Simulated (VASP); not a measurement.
# Zn (P6_3/mmc) in VASP: single point with PBEsol

Aim: the single point of Zn with PBEsol.

Everything below comes from runs of VASP 6.6.1. Logs are shortened: lines on timing, memory, paths and dates and some standing lists are left out, and cuts for length are marked.

### Step 1. The cell of the first run

The structure is hexagonal, space group P6_3/mmc (No. 194). The conventional cell has a = 2.825 Å, b = 2.825 Å, c = 4.947 Å, α = 90.00°, β = 90.00°, γ = 120.00°. Within 3.7 Å of Zn (site symmetry -6m2) lie 12 Zn at 2.82 to 2.96 Å.

### Step 2. Single point, PBEsol (strain +0.0600 x Voigt [1, 1, 0, 0, 0, 0])

Contents of INCAR:

```
SYSTEM = Zn
PREC     = Accurate       ! precision mode
ENCUT    = 520            ! plane-wave cutoff, eV
EDIFF    = 1E-6           ! SCF threshold, eV
ISMEAR   = 0              ! smearing method
SIGMA    = 0.15           ! smearing width, eV
LREAL    = .FALSE.        ! projectors in reciprocal space
LASPH    = .TRUE.         ! aspherical terms in the spheres
NELM     = 80             ! most SCF steps
ALGO     = Fast           ! electronic algorithm
ISIF     = 2              ! what is computed and relaxed
LWAVE    = .FALSE.        ! write WAVECAR
LCHARG   = .FALSE.        ! write CHGCAR
GGA      = PS             ! functional
NBANDS   = 19             ! bands
```

Contents of KPOINTS:

```
Automatic mesh
0
G
  24 24 10
  0 0 0
```

Contents of POSCAR:

```
Zn
1.0
    2.8246859364      0.0000000000      0.0000000000
   -1.4123429682      2.4462497786      0.0000000000
    0.0000000000      0.0000000000      4.9467000000
Zn
2
Direct
    0.3333333333      0.6666666667      0.2500000000
    0.6666666667      0.3333333333      0.7500000000
```

Potentials or basis: VASP PAW PBE potentials, release 64 (Zn).

Command:

```
$ cat potpaw_PBE.64/Zn/POTCAR > POTCAR
$ mpirun -np 1 vasp_std > vasp.out
```

OUTCAR:

```text
SYSTEM = Zn
   PREC = Accurate
   ENCUT = 520
   EDIFF = 1E-6
   ISMEAR = 0
   LREAL = .FALSE.
   LASPH = .TRUE.
   NELM = 80
   ISIF = 2
   GGA = PS

 ion  position               nearest neighbor table
   1  0.333  0.667  0.250-   2 2.96   2 2.96   2 2.96   2 2.96   2 2.96   2 2.96
   2  0.667  0.333  0.750-   1 2.96   1 2.96   1 2.96   1 2.96   1 2.96   1 2.96

  LATTYP: Found a hexagonal cell.
 ALAT       =     2.8246859364
 C/A-ratio  =     1.7512389382

  Lattice vectors:

 A1 = (   2.8246859364,   0.0000000000,   0.0000000000)
 A2 = (  -1.4123429682,   2.4462497786,   0.0000000000)
 A3 = (   0.0000000000,   0.0000000000,   4.9467000000)

Analysis of symmetry for initial positions (statically):
=====================================================================
 Subroutine PRICEL returns:
 Original cell was already a primitive cell.

 Routine SETGRP: Setting up the symmetry group for a
 hexagonal supercell.

 Subroutine GETGRP returns: Found 24 space group operations
 (whereof 12 operations were pure point group operations)
 out of a pool of 24 trial point group operations.

The static configuration has the point symmetry D_3d.
 The point group associated with its full space group is D_6h.

Analysis of symmetry for dynamics (positions and initial velocities):
=====================================================================
 Subroutine PRICEL returns:
 Original cell was already a primitive cell.

 Routine SETGRP: Setting up the symmetry group for a
 hexagonal supercell.

 Subroutine GETGRP returns: Found 24 space group operations
 (whereof 12 operations were pure point group operations)
 out of a pool of 24 trial point group operations.

The dynamic configuration has the point symmetry D_3d.
 The point group associated with its full space group is D_6h.

 Subroutine INISYM returns: Found 24 space group operations
 (whereof 12 operations are pure point group operations),
 and found     1 'primitive' translations

----------------------------------------------------------------------------------------

                                     Primitive cell

  volume of cell :      34.1811

  direct lattice vectors                    reciprocal lattice vectors
     2.824685936  0.000000000  0.000000000     0.354021659  0.204394500  0.000000000
    -1.412342968  2.446249779  0.000000000     0.000000000  0.408789000  0.000000000
     0.000000000  0.000000000  4.946700000     0.000000000  0.000000000  0.202154972

  length of vectors
     2.824685936  2.824685936  4.946700000     0.408789000  0.408789000  0.202154972

  position of ions in fractional coordinates (direct lattice)
     0.333333333  0.666666667  0.250000000
     0.666666667  0.333333333  0.750000000

  ion indices of the primitive-cell ions
   primitive index   ion index
                 1           1
                 2           2

----------------------------------------------------------------------------------------

 KPOINTS: Automatic mesh

Automatic generation of k-mesh.
 Grid dimensions read from file:
 generate k-points for:   24   24   10

 Generating k-lattice:

  Cartesian coordinates                     Fractional coordinates (reciprocal lattice)
     0.014750902  0.008516437  0.000000000     0.041666667  0.000000000  0.000000000
     0.000000000  0.017032875  0.000000000     0.000000000  0.041666667  0.000000000
     0.000000000  0.000000000  0.020215497     0.000000000  0.000000000  0.100000000

  Length of vectors
     0.017032875  0.017032875  0.020215497

  Shift w.r.t. Gamma in fractional coordinates (k-lattice)
     0.000000000  0.000000000  0.000000000

 Subroutine IBZKPT returns following result:
 ===========================================

 Found    366 irreducible k-points:

 Following reciprocal coordinates:
            Coordinates               Weight
  0.000000  0.000000  0.000000      1.000000
  0.041667 -0.000000  0.000000      6.000000
  0.083333  0.000000  0.000000      6.000000
  0.125000  0.000000  0.000000      6.000000
  0.166667  0.000000  0.000000      6.000000
  0.208333 -0.000000  0.000000      6.000000
[... 16 lines left out ...]
  0.416667  0.041667  0.000000     12.000000
  0.458333  0.041667  0.000000     12.000000
 [... further k-points ...]
   k-points           NKPTS =    366   k-points in BZ     NKDIM =    366   number of bands    NBANDS=     19
   number of dos      NEDOS =    301   number of ions     NIONS =      2
   total plane-waves  NPLWV =  23040
   dimension x,y,z NGX =    24 NGY =   24 NGZ =   40
   dimension x,y,z NGXF=    48 NGYF=   48 NGZF=   80
   ions per type =               2
   NGX,Y,Z   is equivalent  to a cutoff of  14.13, 14.13, 13.44 a.u.
   NGXF,Y,Z  is equivalent  to a cutoff of  28.25, 28.25, 26.89 a.u.
 SYSTEM =  Zn
   PREC   = accura    normal or accurate (medium, high low for compatibility)
   ISTART =      0    job   : 0-new  1-cont  2-samecut
   ICHARG =      2    charge: 1-file 2-atom 10-const
   ISPIN  =      1    spin polarized calculation?
   LNONCOLLINEAR =      F non collinear calculations
   LSORBIT =      F    spin-orbit coupling
   LASPH  =      T    aspherical Exc in radial PAW
   ENCUT  =  520.0 eV  38.22 Ry    6.18 a.u.   5.25  5.25  9.20*2*pi/ulx,y,z
   NELM   =     80;   NELMIN=  2; NELMDL= -5     # of ELM steps
   EDIFF  = 0.1E-05   stopping-criterion for ELM
   LREAL  =      F    real-space projection
   EDIFFG = 0.1E-04   stopping-criterion for IOM
   NSW    =      0    number of steps for IOM
   IBRION =     -1    ionic relax: 0-MD 1-quasi-New 2-CG
   NFREE  =      0    steps in history (QN), initial steepest desc. (CG)
   ISIF   =      2    stress and relaxation
   ISYM   =      2    0-nonsym 1-usesym 2-fastsym
   POTIM  = 0.5000    time-step for ionic-motion
   TEBEG  =    0.0;   TEEND  =   0.0 temperature during run
   PSTRESS=    0.0 pullay stress
   NELECT =      24.0000    total number of electrons
   NUPDOWN=      -1.0000    fix difference up-down
   EMIN   =  10.00;   EMAX   =-10.00  energy-range for DOS
   EFERMI =   0.00;   METHOD = LEGACY
   ISMEAR =     0;   SIGMA  =   0.15  broadening in eV -4-tet -1-fermi 0-gaus
   EFERMI_NEDOS =   21; number of points for ismear=-14 and -15
   IALGO  =     68    algorithm
   IMIX   =      4    mixing-type and parameters
     AMIX     =   0.40;   BMIX     =  1.00
     AMIX_MAG =   1.60;   BMIX_MAG =  1.00
  volume/ion in A,a.u.               =      17.09       115.33
  Fermi-wavevector in a.u.,A,eV,Ry     =   1.455067  2.749678 28.806536  2.117221
  Thomas-Fermi vector in A             =   2.572145
   LORBIT       =      0    0 simple, 1 ext, 2 COOP (PROOUT), +10 PAW based schemes
   GGA     = PS    functional components
   LHFCALC =     F    Hartree Fock is set to
   AEXX    =    0.0000 exact exchange contribution
   IVDW    =     0    specifies the selected vdW correction
   LEPSILON=     F    determine dielectric tensor
   LRPA    =     F    only Hartree local field effects (RPA)
 non-spin polarized calculation
 RMM-DIIS sequential band-by-band and
 Gauss-broadening in eV      SIGMA  =   0.15
  energy-cutoff  :      520.00
  volume of cell :       34.18
 maximum number of plane-waves:       932
 NGX is ok and might be reduce to    24
   NGX = 11   NGY = 11   NGZ = 19

 number of electron      24.0000003 magnetization

 Free energy of the ion-electron system (eV)
  ---------------------------------------------------
  ext. energy  EPLUGINS =         0.00000000
  ---------------------------------------------------
  free energy    TOTEN  =        -2.92458773 eV

  energy without entropy =       -2.91721077  energy(sigma->0) =       -2.92089925

 E-fermi :   2.1817     XC(G=0): -11.1104

 val. band max:        2.1816658761   @ k =   0.4583   0.0833   0.4000
 cond. band min:       2.1950045118   @ k =   0.3333   0.3333   0.3000
 fundamental gap:      0.0133386356
 Fermi energy:         2.1817244778

 k-point     1 :       0.0000    0.0000    0.0000
  band No.  band energies     occupation
      1      -7.3499      2.00000
      2      -5.8319      2.00000
      3      -5.3028      2.00000
      4      -5.1791      2.00000
      5      -5.1791      2.00000
      6      -5.1277      2.00000
[... 11 lines left out ...]
     18      18.7630      0.00000
     19      19.2813      0.00000

 k-point     2 :       0.0417   -0.0000    0.0000
  band No.  band energies     occupation
      1      -7.3045      2.00000
      2      -5.8163      2.00000
      3      -5.3009      2.00000
      4      -5.1808      2.00000
      5      -5.1700      2.00000
      6      -5.1314      2.00000
[... 11 lines left out ...]
     18      19.1775      0.00000
     19      20.0064      0.00000

 k-point     3 :       0.0833    0.0000    0.0000
  band No.  band energies     occupation
      1      -7.1691      2.00000
      2      -5.7721      2.00000
      3      -5.2977      2.00000
      4      -5.1832      2.00000
      5      -5.1432      2.00000
      6      -5.1402      2.00000
[... 11 lines left out ...]
     18      19.7030      0.00000
     19      19.7583      0.00000

 k-point     4 :       0.1250    0.0000    0.0000
  band No.  band energies     occupation
      1      -6.9471      2.00000
      2      -5.7072      2.00000
      3      -5.2987      2.00000
      4      -5.1848      2.00000
      5      -5.1420      2.00000
      6      -5.1002      2.00000
[... 11 lines left out ...]
     18      18.3448      0.00000
     19      19.7654      0.00000

 k-point     5 :       0.1667    0.0000    0.0000
  band No.  band energies     occupation
      1      -6.6470      2.00000
      2      -5.6373      2.00000
      3      -5.3012      2.00000
      4      -5.1945      2.00000
      5      -5.1112      2.00000
      6      -5.0813      2.00000
[... 11 lines left out ...]
     18      16.9274      0.00000
     19      18.5782      0.00000
[... 334 lines left out ...]
      2      -5.5993      2.00000
      3      -5.4562      2.00000
      4      -5.1256      2.00000
      5      -5.1149      2.00000
      6      -5.0719      2.00000
[... 11 lines left out ...]
     18      15.6204      0.00000
     19      16.3095      0.00000

 k-point    22 :       0.3750    0.0417    0.0000
  band No.  band energies     occupation
      1      -5.6851      2.00000
      2      -5.6072      2.00000
      3      -5.5072      2.00000
      4      -5.1290      2.00000
      5      -5.0977      2.00000
      6      -5.0918      2.00000
[... 11 lines left out ...]
     18      15.4227      0.00000
     19      15.9912      0.00000

 k-point    23 :       0.4167    0.0417    0.0000
  band No.  band energies     occupation
      1      -5.7061      2.00000
      2      -5.6172      2.00000
      3      -5.5415      2.00000
      4      -5.1370      2.00000
      5      -5.1176      2.00000
      6      -5.0680      2.00000
[... 11 lines left out ...]
     18      15.2917      0.00000
     19      15.7753      0.00000

 k-point    24 :       0.4583    0.0417    0.0000
  band No.  band energies     occupation
      1      -5.7176      2.00000
      2      -5.6235      2.00000
      3      -5.5588      2.00000
      4      -5.1386      2.00000
      5      -5.1304      2.00000
      6      -5.0556      2.00000
[... 11 lines left out ...]
     18      15.2264      0.00000
     19      15.6662      0.00000

 [... further k-points ...]
[... 5 lines left out ...]
  --------------------------------------------------------------------------------------
  -------------------------------------------------------------------------------------
  Total       -2.3756989     -2.3756989     -1.8924536      0.0000000     -0.0000000     -0.0000000
  in kB     -111.3564672   -111.3564672    -88.7052394      0.0000000     -0.0000000     -0.0000000
  external PRESSURE =    -103.8060579 kB  Pullay stress =       0.0000000 kB

 VOLUME and BASIS-vectors are now :
 -----------------------------------------------------------------------------
  energy-cutoff  :      520.00
  volume of cell :       34.18
      direct lattice vectors                 reciprocal lattice vectors
     2.824685936  0.000000000  0.000000000     0.354021659  0.204394500  0.000000000
    -1.412342968  2.446249779  0.000000000     0.000000000  0.408789000  0.000000000
     0.000000000  0.000000000  4.946700000     0.000000000  0.000000000  0.202154972

 POSITION                                       TOTAL-FORCE (eV/Angst)
 -----------------------------------------------------------------------------------
     -0.00000      1.63083      1.23667        -0.000000      0.000000      0.000000
      1.41234      0.81542      3.71002         0.000000      0.000000      0.000000
 -----------------------------------------------------------------------------------
    total drift:                               -0.000000      0.000000     -0.000000

  FREE ENERGIE OF THE ION-ELECTRON SYSTEM (eV)
  ---------------------------------------------------
  free  energy   TOTEN  =        -2.9245877329 eV

  energy  without entropy=       -2.9172107724  energy(sigma->0) =       -2.92089925
```

Run time: 2.8 min. Hardware: 1 thread of Intel Xeon Platinum 8259CL at 2.50GHz (Skylake/Cascade Lake), shared host; peak memory 0.3 GiB.

What came out:

- Free energy: -2.9246 eV
- Pressure: -10.4 GPa
- Band gap on the k mesh: zero (band 12 reaches 3.74 eV, above the bottom of band 13 at -0.29 eV)

Stress tensor (GPa, compression positive):
```
-11.14   0.00   0.00
  0.00 -11.14   0.00
  0.00   0.00  -8.87
```

Caveat: the cell differs from its parent crystal (strain +0.0600 x Voigt [1, 1, 0, 0, 0, 0]); the PAW data sets were made with another functional, which shifts forces and pressure a little.
